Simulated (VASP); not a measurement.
# RbBr: single point with PBE

RbBr:

```
Rb Br
1.0
     4.23442    0.00000    0.00000
     0.00000    4.23442    0.00000
     0.00000    0.00000    4.23442
Rb Br
1 1
Direct
  0.00000 0.00000 0.00000
  0.50000 0.50000 0.50000
```

This cell differs from its parent crystal: volume changed by +3%.

```
Program             : VASP 6.6.1
Task                : single point
Functional          : PBE
Potentials or basis : VASP PAW PBE potentials, release 64 (Rb_sv, Br)
Cutoff              : 520 eV
k mesh              : 6 × 6 × 6
Occupations         : gaussian, width 0.01 eV
Spin                : no spin polarisation
```

| Quantity | Value |
| --- | --- |
| Pressure | -0.3 GPa |
| Band gap on the k mesh | 3.83 eV, indirect (least direct gap 3.98 eV) |

Levels at points of the mesh, in eV from the valence-band top:
```tsv
k point	band 5	band 6	band 7	band 8	band 9	band 10	band 11	band 12
(0.00, 0.00, 0.00)	-9.22	-0.15	-0.15	-0.15	3.83	5.65	5.65	9.71
(0.50, 0.00, 0.00)	-9.19	-1.53	-0.19	-0.19	6.75	6.85	7.22	8.69
(0.50, 0.50, 0.00)	-9.16	-0.96	-0.96	0.00	5.27	6.14	7.89	7.89
(0.50, 0.50, 0.50)	-9.40	-1.16	-1.16	-1.16	7.97	7.97	7.97	8.99
```

Wall time 16 s on 1 thread of Intel(R) Xeon(R) Platinum 8259CL CPU @ 2.50GHz (Skylake/Cascade Lake), on a shared host, peak memory 0.18 GiB.

 A k mesh can miss the band edges.
